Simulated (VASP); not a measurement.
The system is MgO.

```
CELL_PARAMETERS angstrom
0.00000 2.35047 2.35047
2.35047 0.00000 2.35047
2.35047 2.35047 0.00000
ATOMIC_POSITIONS crystal
Mg 0.00000 0.00000 0.00000
O 0.25000 0.25000 0.25000
```

This cell differs from its parent crystal: strain +3.0%.

Base run:

```yaml
Program: VASP 6.6.1
Functional: PBE
Potentials_or_basis: VASP PAW PBE potentials, release 64 (Mg, O)
Cutoff: 520 eV
k_mesh: 10 × 10 × 10
Occupations: fermi-dirac, width 0.02 eV
Spin: no spin polarisation
```

Its results: band gap on the k mesh 3.16 eV, direct; pressure -6.2 GPa.

Task: The run is repeated on the same cell with these changes: functional from PBE to r2SCAN; occupations from fermi-dirac, width 0.02 eV to gaussian, width 0.01 eV. What comes out?

Result: Band gap on the k mesh 3.81 eV, direct; pressure -9.9 GPa.

Caveats: the PAW data sets were made with another functional, which shifts forces and pressure a little (some runs).

